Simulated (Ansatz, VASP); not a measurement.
## One calculation of BaTe, two programs

```
CELL_PARAMETERS angstrom
2.43897 1.40814 8.62862
-2.43897 1.40814 8.62862
0.00000 -2.81628 8.62862
ATOMIC_POSITIONS crystal
Ba 0.00017 0.00017 0.00017
Ba 0.50058 0.50058 0.50058
Te 0.25618 0.25618 0.25618
Te 0.74308 0.74308 0.74308
```

Alike in both runs: task single point; functional PBE; k mesh 6 × 6 × 6; occupations gaussian, width 0.1 eV; no spin polarisation.

|  | VASP | Ansatz |
| --- | --- | --- |
| version | VASP 6.6.1 | Ansatz 0.2.0 |
| potentials or method | VASP PAW PBE potentials, release 64 (Ba_sv, Te), cutoff 520 eV | scalar-relativistic, plane waves, PAW |
| valence electrons in the cell | 32 | 52 |

```tsv
	VASP	Ansatz	Ansatz less VASP
gap on the k mesh at the Fermi level (eV)	1.42	1.50	+0.076
least direct gap on the mesh (eV)	1.80	1.85	+0.049
pressure (GPa)	0.2	-0.1	-0.30
traceless stress, the component that is largest in VASP (GPa)	-1.62	-1.63	-0.004
rms of the force components (eV/Å)	0.318	0.310	-0.0077
```

Atom by atom the forces differ by 0.008 eV/Å (rms over components). With one functional, cell and mesh, what is left measures potentials, basis and numerics. VASP's potentials hold 32 valence electrons a cell and Ansatz's 52, so a difference there can come from the potentials and not from the codes.

Neither program's run includes spin-orbit coupling.
